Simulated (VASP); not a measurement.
# CuI (F-43m) in VASP: single point with PBE

Aim: the single point of CuI with PBE.

Everything below comes from runs of VASP 6.6.1. Logs are shortened: lines on timing, memory, paths and dates and some standing lists are left out, and cuts for length are marked.

## (1) The cell of the first run

Symmetry: F-43m, No. 216, cubic system. The conventional cell has a = 6.078 Å, b = 6.078 Å, c = 6.078 Å, α = 90.00°, β = 90.00°, γ = 90.00°. Cu (site symmetry -43m) has 4 I at 2.63 Å within 3.5 Å. Within 3.5 Å of I (site symmetry -43m) lie 4 Cu at 2.63 Å.

## (2) Single point, PBE

INCAR

```
SYSTEM = CuI
  ALGO = Normal
  EDIFF = 1E-6
  ENCUT = 520
  GGA = PE
  ISIF = 2
  ISMEAR = 0
  LASPH = .True.
  LCHARG = .False.
  LREAL = .False.
  LWAVE = .False.
  NBANDS = 16
  NELM = 60
  PREC = Accurate
  SIGMA = 0.05
```

KPOINTS

```
k-points
0
Gamma
  8 8 8
  0 0 0
```

POSCAR

```
CuI
1.0
    0.0000000000      3.0389614612      3.0389614612
    3.0389614612      0.0000000000      3.0389614612
    3.0389614612      3.0389614612      0.0000000000
Cu I
1 1
Direct
    0.7500000000      0.7500000000      0.7500000000
    0.0000000000      0.0000000000      0.0000000000
```

Potentials or basis: VASP PAW PBE potentials, release 64 (Cu, I).

On the command line:

```
> cat potpaw_PBE.64/Cu/POTCAR potpaw_PBE.64/I/POTCAR > POTCAR
> mpirun -np 1 vasp_std > vasp.out
```

OUTCAR:

```text
SYSTEM = CuI
   EDIFF = 1E-6
   ENCUT = 520
   GGA = PE
   ISIF = 2
   ISMEAR = 0
   LASPH = .True.
   LREAL = .False.
   NELM = 60
   PREC = Accurate

 ion  position               nearest neighbor table
   1  0.750  0.750  0.750-   2 2.63   2 2.63   2 2.63   2 2.63
   2  0.000  0.000  0.000-   1 2.63   1 2.63   1 2.63   1 2.63

  LATTYP: Found a face centered cubic cell.
 ALAT       =     6.0779229224

  Lattice vectors:

 A1 = (   0.0000000000,   3.0389614612,   3.0389614612)
 A2 = (   3.0389614612,   0.0000000000,   3.0389614612)
 A3 = (   3.0389614612,   3.0389614612,   0.0000000000)

Analysis of symmetry for initial positions (statically):
=====================================================================
 Subroutine PRICEL returns:
 Original cell was already a primitive cell.

 Routine SETGRP: Setting up the symmetry group for a
 face centered cubic supercell.

 Subroutine GETGRP returns: Found 24 space group operations
 (whereof 24 operations were pure point group operations)
 out of a pool of 48 trial point group operations.

The static configuration has the point symmetry T_d .

Analysis of symmetry for dynamics (positions and initial velocities):
=====================================================================
 Subroutine PRICEL returns:
 Original cell was already a primitive cell.

 Routine SETGRP: Setting up the symmetry group for a
 face centered cubic supercell.

 Subroutine GETGRP returns: Found 24 space group operations
 (whereof 24 operations were pure point group operations)
 out of a pool of 48 trial point group operations.

The dynamic configuration has the point symmetry T_d .

 Subroutine INISYM returns: Found 24 space group operations
 (whereof 24 operations are pure point group operations),
 and found     1 'primitive' translations

----------------------------------------------------------------------------------------

                                     Primitive cell

  volume of cell :      56.1314

  direct lattice vectors                    reciprocal lattice vectors
     0.000000000  3.038961461  3.038961461    -0.164529892  0.164529892  0.164529892
     3.038961461  0.000000000  3.038961461     0.164529892 -0.164529892  0.164529892
     3.038961461  3.038961461  0.000000000     0.164529892  0.164529892 -0.164529892

  length of vectors
     4.297740514  4.297740514  4.297740514     0.284974132  0.284974132  0.284974132

  position of ions in fractional coordinates (direct lattice)
     0.750000000  0.750000000  0.750000000
     0.000000000  0.000000000  0.000000000

  ion indices of the primitive-cell ions
   primitive index   ion index
                 1           1
                 2           2

----------------------------------------------------------------------------------------

 KPOINTS: k-points

Automatic generation of k-mesh.
 Grid dimensions read from file:
 generate k-points for:    8    8    8

 Generating k-lattice:

  Cartesian coordinates                     Fractional coordinates (reciprocal lattice)
    -0.020566236  0.020566236  0.020566236     0.125000000  0.000000000  0.000000000
     0.020566236 -0.020566236  0.020566236     0.000000000  0.125000000  0.000000000
     0.020566236  0.020566236 -0.020566236     0.000000000  0.000000000  0.125000000

  Length of vectors
     0.035621766  0.035621766  0.035621766

  Shift w.r.t. Gamma in fractional coordinates (k-lattice)
     0.000000000  0.000000000  0.000000000

 Subroutine IBZKPT returns following result:
 ===========================================

 Found     29 irreducible k-points:

 Following reciprocal coordinates:
            Coordinates               Weight
  0.000000  0.000000  0.000000      1.000000
  0.125000  0.000000  0.000000      8.000000
  0.250000  0.000000  0.000000      8.000000
  0.375000  0.000000  0.000000      8.000000
  0.500000  0.000000  0.000000      4.000000
  0.125000  0.125000  0.000000      6.000000
[... 16 lines left out ...]
  0.500000  0.250000  0.125000     48.000000
 -0.375000  0.250000  0.125000     24.000000
 [... further k-points ...]
   k-points           NKPTS =     29   k-points in BZ     NKDIM =     29   number of bands    NBANDS=     16
   number of dos      NEDOS =    301   number of ions     NIONS =      2
   total plane-waves  NPLWV =  32768
   dimension x,y,z NGX =    32 NGY =   32 NGZ =   32
   dimension x,y,z NGXF=    64 NGYF=   64 NGZF=   64
   ions per type =               1   1
   NGX,Y,Z   is equivalent  to a cutoff of  12.38, 12.38, 12.38 a.u.
   NGXF,Y,Z  is equivalent  to a cutoff of  24.76, 24.76, 24.76 a.u.
 SYSTEM =  CuI
   PREC   = accura    normal or accurate (medium, high low for compatibility)
   ISTART =      0    job   : 0-new  1-cont  2-samecut
   ICHARG =      2    charge: 1-file 2-atom 10-const
   ISPIN  =      1    spin polarized calculation?
   LNONCOLLINEAR =      F non collinear calculations
   LSORBIT =      F    spin-orbit coupling
   LASPH  =      T    aspherical Exc in radial PAW
   ENCUT  =  520.0 eV  38.22 Ry    6.18 a.u.   7.99  7.99  7.99*2*pi/ulx,y,z
   NELM   =     60;   NELMIN=  2; NELMDL= -5     # of ELM steps
   EDIFF  = 0.1E-05   stopping-criterion for ELM
   LREAL  =      F    real-space projection
   EDIFFG = 0.1E-04   stopping-criterion for IOM
   NSW    =      0    number of steps for IOM
   IBRION =     -1    ionic relax: 0-MD 1-quasi-New 2-CG
   NFREE  =      0    steps in history (QN), initial steepest desc. (CG)
   ISIF   =      2    stress and relaxation
   ISYM   =      2    0-nonsym 1-usesym 2-fastsym
   POTIM  = 0.5000    time-step for ionic-motion
   TEBEG  =    0.0;   TEEND  =   0.0 temperature during run
   PSTRESS=    0.0 pullay stress
   NELECT =      18.0000    total number of electrons
   NUPDOWN=      -1.0000    fix difference up-down
   EMIN   =  10.00;   EMAX   =-10.00  energy-range for DOS
   EFERMI =   0.00;   METHOD = LEGACY
   ISMEAR =     0;   SIGMA  =   0.05  broadening in eV -4-tet -1-fermi 0-gaus
   EFERMI_NEDOS =   21; number of points for ismear=-14 and -15
   IALGO  =     38    algorithm
   IMIX   =      4    mixing-type and parameters
     AMIX     =   0.40;   BMIX     =  1.00
     AMIX_MAG =   1.60;   BMIX_MAG =  1.00
  volume/ion in A,a.u.               =      28.07       189.40
  Fermi-wavevector in a.u.,A,eV,Ry     =   1.120548  2.117529 17.083854  1.255628
  Thomas-Fermi vector in A             =   2.257195
   LORBIT       =      0    0 simple, 1 ext, 2 COOP (PROOUT), +10 PAW based schemes
   GGA     = PE    functional components
   LHFCALC =     F    Hartree Fock is set to
   AEXX    =    0.0000 exact exchange contribution
   IVDW    =     0    specifies the selected vdW correction
   LEPSILON=     F    determine dielectric tensor
   LRPA    =     F    only Hartree local field effects (RPA)
 non-spin polarized calculation
 Gauss-broadening in eV      SIGMA  =   0.05
  energy-cutoff  :      520.00
  volume of cell :       56.13
 maximum number of plane-waves:      1540
   NGX = 15   NGY = 15   NGZ = 15

 number of electron      18.0000012 magnetization

 Free energy of the ion-electron system (eV)
  ---------------------------------------------------
  ext. energy  EPLUGINS =         0.00000000
  ---------------------------------------------------
  free energy    TOTEN  =        -5.56257062 eV

  energy without entropy =       -5.56257062  energy(sigma->0) =       -5.56257062

 E-fermi :   4.5598     XC(G=0):  -8.9035

 val. band max:        4.3491630079   @ k =   0.0000   0.0000   0.0000
 cond. band min:       5.4743852628   @ k =   0.0000   0.0000   0.0000
 fundamental gap:      1.1252222548
 Fermi energy:         4.5597653604

 k-point     1 :       0.0000    0.0000    0.0000
  band No.  band energies     occupation
      1      -9.6201      2.00000
      2       0.7445      2.00000
      3       0.7445      2.00000
      4       0.7445      2.00000
      5       2.5270      2.00000
      6       2.5270      2.00000
[... 8 lines left out ...]
     15      13.9152      0.00000
     16      13.9152      0.00000

 k-point     2 :       0.1250    0.0000    0.0000
  band No.  band energies     occupation
      1      -9.5489      2.00000
      2       0.4495      2.00000
      3       0.7499      2.00000
      4       0.7499      2.00000
      5       2.5210      2.00000
      6       2.5210      2.00000
[... 8 lines left out ...]
     15      13.2665      0.00000
     16      13.2725      0.00000

 k-point     3 :       0.2500    0.0000    0.0000
  band No.  band energies     occupation
      1      -9.3669      2.00000
      2      -0.2470      2.00000
      3       0.7599      2.00000
      4       0.7599      2.00000
      5       2.5182      2.00000
      6       2.5182      2.00000
[... 8 lines left out ...]
     15      13.0659      0.00000
     16      13.2706      0.00000

 k-point     4 :       0.3750    0.0000    0.0000
  band No.  band energies     occupation
      1      -9.1676      2.00000
      2      -0.9153      2.00000
      3       0.7651      2.00000
      4       0.7651      2.00000
      5       2.5374      2.00000
      6       2.5374      2.00000
[... 8 lines left out ...]
     15      13.9731      0.00000
     16      13.9731      0.00000
[... 324 lines left out ...]
 k-point    22 :       0.3750    0.2500    0.1250
  band No.  band energies     occupation
      1      -9.2259      2.00000
      2      -0.4472      2.00000
      3       0.5280      2.00000
      4       0.7439      2.00000
      5       2.4592      2.00000
      6       2.5636      2.00000
[... 8 lines left out ...]
     15      14.6031      0.00000
     16      15.6483      0.00000

 k-point    23 :       0.5000    0.2500    0.1250
  band No.  band energies     occupation
      1      -9.0606      2.00000
      2      -0.7848      2.00000
      3       0.3055      2.00000
      4       0.7292      2.00000
      5       2.4817      2.00000
      6       2.5422      2.00000
[... 8 lines left out ...]
     15      14.9731      0.00000
     16      15.8071      0.00000

 k-point    24 :      -0.3750    0.2500    0.1250
  band No.  band energies     occupation
      1      -8.9881      2.00000
      2      -0.9281      2.00000
      3       0.2088      2.00000
      4       0.7159      2.00000
      5       2.4643      2.00000
      6       2.5383      2.00000
[... 8 lines left out ...]
     15      15.0819      0.00000
     16      15.6310      0.00000

 [... further k-points ...]
[... 5 lines left out ...]
  --------------------------------------------------------------------------------------
  -------------------------------------------------------------------------------------
  Total        0.1308434      0.1308434      0.1308434      0.0000000      0.0000000      0.0000000
  in kB        3.7347102      3.7347102      3.7347102      0.0000000      0.0000000      0.0000000
  external PRESSURE =       3.7347102 kB  Pullay stress =       0.0000000 kB

 VOLUME and BASIS-vectors are now :
 -----------------------------------------------------------------------------
  energy-cutoff  :      520.00
  volume of cell :       56.13
      direct lattice vectors                 reciprocal lattice vectors
     0.000000000  3.038961461  3.038961461    -0.164529892  0.164529892  0.164529892
     3.038961461  0.000000000  3.038961461     0.164529892 -0.164529892  0.164529892
     3.038961461  3.038961461  0.000000000     0.164529892  0.164529892 -0.164529892

 POSITION                                       TOTAL-FORCE (eV/Angst)
 -----------------------------------------------------------------------------------
      4.55844      4.55844      4.55844        -0.000000     -0.000000     -0.000000
      0.00000      0.00000      0.00000         0.000000      0.000000      0.000000
 -----------------------------------------------------------------------------------
    total drift:                               -0.000001     -0.000001     -0.000001

  FREE ENERGIE OF THE ION-ELECTRON SYSTEM (eV)
  ---------------------------------------------------
  free  energy   TOTEN  =        -5.5625706232 eV

  energy  without entropy=       -5.5625706232  energy(sigma->0) =       -5.56257062
```

Wall time 31 s (1 thread of Intel Xeon 6975P-C, shared host); peak memory 0.19 GiB.

What came out:

| Item | Value |
| --- | --- |
| Free energy | -5.5626 eV |
| Pressure | 0.4 GPa |
| Band gap on the k mesh | 1.13 eV, direct |

Caveat: spin-orbit coupling is left out, which moves the levels of the heavy elements. As with any semilocal functional, this PBE gap is likely too small.
